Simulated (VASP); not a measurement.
Input of a VASP 6.6.1 run:

File INCAR:

```
SYSTEM = CsAg3
PREC = Accurate
ENCUT = 520
EDIFF = 1E-6
ISMEAR = 0
SIGMA = 0.1
LREAL = .False.
LASPH = .True.
NELM = 100
ALGO = Fast
ISIF = 2
LWAVE = .False.
LCHARG = .False.
GGA = PE
NBANDS = 29
```

The input KPOINTS:

```
regular mesh
0
Gamma
  10 10 10
  0 0 0
```

The input POSCAR:

```
CsAg3
1.0
    4.8470220931      0.0000000000      0.0000000000
    0.0000000000      4.8470220931      0.0000000000
    0.0000000000      0.0000000000      4.8470220931
Cs Ag
1 3
Direct
    0.0000000000      0.0000000000      0.0000000000
    0.0000000000      0.5000000000      0.5000000000
    0.5000000000      0.0000000000      0.5000000000
    0.5000000000      0.5000000000      0.0000000000
```

Potentials or basis: VASP PAW PBE potentials, release 64 (Cs_sv, Ag).

Run with:

```console
$ cat potpaw_PBE.64/Cs_sv/POTCAR potpaw_PBE.64/Ag/POTCAR > POTCAR
$ mpirun -np 1 vasp_std > vasp.out
```

Q: What does it give for the band gap on the k mesh?

A: Zero (bands 21 and 22 overlap by 1.65 eV).

Q: What does it give for the pressure?

A: 0.1 GPa.

Caveat: spin-orbit coupling is left out, which moves the levels of the heavy elements.
